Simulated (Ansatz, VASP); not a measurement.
## Pb in VASP and in Ansatz

```
Pb
1.0
     0.00000    3.14859    5.05069
     1.83004    0.00000    5.05069
     1.83004    3.14859    0.00000
Pb
2
Direct
  0.14316 0.85684 0.14316
  0.85684 0.14316 0.85684
```

Alike in both runs: task single point; functional PBE; k mesh 14 × 14 × 14; occupations gaussian, width 0.1 eV; no spin polarisation.

|  | VASP | Ansatz |
| --- | --- | --- |
| version | VASP 6.6.1 | Ansatz 0.2.0 |
| potentials or method | VASP PAW PBE potentials, release 64 (Pb_d), cutoff 520 eV | scalar-relativistic, plane waves, PAW |
| valence electrons in the cell | 28 | 28 |

Ansatz gave:

- gap on the k mesh at the Fermi level (eV): none
- pressure (GPa): 164.9
- traceless stress, the component that is largest in VASP (GPa): 213.37
- rms of the force components (eV/Å): 26.740

Q: Estimate VASP's values.

A: gap on the k mesh at the Fermi level (eV): none; pressure (GPa): 162.2; traceless stress, the component that is largest in VASP (GPa): 209.02; rms of the force components (eV/Å): 25.903.

Atom by atom the forces differ by 0.836 eV/Å (rms over components). A gap of «none» marks a metal or a gap that the smearing closes. Both programs put the cell under a high pressure, so it lies far from rest at this level.

Neither program's run includes spin-orbit coupling. Noted on VASP's run: the cell as given lies far from equilibrium.
